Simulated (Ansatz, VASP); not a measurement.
Rb in VASP and in Ansatz

Contents of INCAR:

```
PREC = Accurate ; ENCUT = 520
EDIFF = 1E-6 ; ISMEAR = 0
SIGMA = 0.1 ; LREAL = False
LASPH = True ; NELM = 80
ALGO = Fast ; ISIF = 2
LWAVE = False ; LCHARG = False
GGA = PE ; NBANDS = 10
```

The input KPOINTS:

```
regular mesh
0
Gamma
  10 10 10
```

Contents of POSCAR:

```
Rb
1.0
   -2.8906019153      2.8906019153      2.8906019153
    2.8906019153     -2.8906019153      2.8906019153
    2.8906019153      2.8906019153     -2.8906019153
Rb
1
Direct
    0.0000000000      0.0000000000      0.0000000000
```

Input for Ansatz:

```yaml
crystal:
  lattice:
    - [-2.8906019153, 2.8906019153, 2.8906019153]
    - [2.8906019153, -2.8906019153, 2.8906019153]
    - [2.8906019153, 2.8906019153, -2.8906019153]
  atoms:
    - { symbol: Rb, position: [0.0, 0.0, 0.0] }
basis:
  ecutwfc: 420
kpoints:
  mp_grid: { grid: [10, 10, 10] }
hamiltonian:
  xc: pbe
  pseudopotentials: { kind: paw }
scf:
  occupations: { method: gaussian, width: 0.1 }
output:
  forces: true
  stress: true
  eigenvalues: true
```

Alike in both runs: task single point; functional PBE; k mesh 10 × 10 × 10; occupations gaussian, width 0.1 eV; no spin polarisation.

|  | VASP | Ansatz |
| --- | --- | --- |
| version | VASP 6.6.1 | Ansatz 0.2.0 |
| potentials or method | VASP PAW PBE potentials, release 64 (Rb_sv), cutoff 520 eV | scalar-relativistic, plane waves, PAW |
| valence electrons in the cell | 9 | 9 |

|  | VASP | Ansatz | Ansatz less VASP |
| --- | --- | --- | --- |
| gap on the k mesh at the Fermi level (eV) | none | none | - |
| pressure (GPa) | -0.1 | -0.1 | 0.00 |

A gap of «none» marks a metal or a gap that the smearing closes.
